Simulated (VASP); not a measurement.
Crystal: CuW.

```xyz
4
Lattice="3.5985 0.0000 0.0000 -1.7992 3.1164 0.0000 0.0000 0.0000 5.8720" Properties=species:S:1:pos:R:3 pbc="T T T"
Cu    0.0000    2.0776    1.4680
Cu    1.7992    1.0388    4.4040
W     0.0000    0.0000    0.0000
W     0.0000    0.0000    2.9360
```

The cell was generated, and may not be a known phase.

| Quantity | Value |
| --- | --- |
| Program | VASP 6.6.1 |
| Task | relaxation of cell and atoms |
| Functional | PBE |
| Potentials or basis | VASP PAW PBE potentials, release 64 (Cu, W_sv) |
| Cutoff | 600 eV |
| k mesh | 6 × 6 × 4 |
| Occupations | gaussian, width 0.1 eV |
| Spin | no spin polarisation |

At the start: pressure -5.6 GPa; volume 16.46 Å³/atom.

Question: Where does the relaxation end?

Answer: Over 4 steps the energy falls by 9.6 meV/atom and the volume is 15.94 Å³/atom (-3.2 %); space group P6_3/mmc (No. 194, to 0.1 Å) before and after.

Step by step:
```tsv
step	energy change (eV)	largest force (eV/Å)	pressure (GPa)	volume (Å³)
1	0.0000	0.0000	-5.56	65.85
2	0.0668	0.0000	10.86	60.55
3	-0.0384	0.0000	0.03	63.79
4	-0.0384	0.0000	0.12	63.75
```

Final structure:
```
CELL_PARAMETERS angstrom
3.56473 0.00000 0.00000
-1.78237 3.08715 0.00000
0.00000 0.00000 5.79246
ATOMIC_POSITIONS crystal
Cu 0.33333 0.66667 0.25000
Cu 0.66667 0.33333 0.75000
W 0.00000 0.00000 0.00000
W 0.00000 0.00000 0.50000
```
